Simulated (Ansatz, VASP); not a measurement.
Two plane-wave programs on CuO

```xyz
4
Lattice="3.2209 0.0000 0.0000 -1.6105 2.7894 0.0000 0.0000 0.0000 5.2751" Properties=species:S:1:pos:R:3 pbc="T T T"
Cu    1.6105    0.9298    0.0000
Cu    0.0000    1.8596    2.6375
O     1.6105    0.9298    3.2980
O     0.0000    1.8596    0.6604
```

Alike in both runs: task single point; functional PBE; k mesh 9 × 9 × 5; occupations fermi-dirac, width 0.05 eV; no spin polarisation.

```csv
,VASP,Ansatz
version,VASP 6.6.1,Ansatz 0.2.0
potentials or method,"VASP PAW PBE potentials, release 64 (Cu_sv_GW, O)",Ansatz PAW
plane-wave cutoff (eV),820,420
valence electrons in the cell,50,50
```

|  | VASP | Ansatz | Ansatz less VASP |
| --- | --- | --- | --- |
| gap on the k mesh at the Fermi level (eV) | none | none | - |
| pressure (GPa) | -3.2 | -2.5 | +0.75 |
| traceless stress, the component that is largest in VASP (GPa) | 1.30 | 1.30 | +0.001 |
| rms of the force components (eV/Å) | 0.058 | 0.059 | +0.0003 |

Atom by atom the forces differ by 0.000 eV/Å (rms over components). A gap of «none» marks a metal or a gap that the smearing closes.
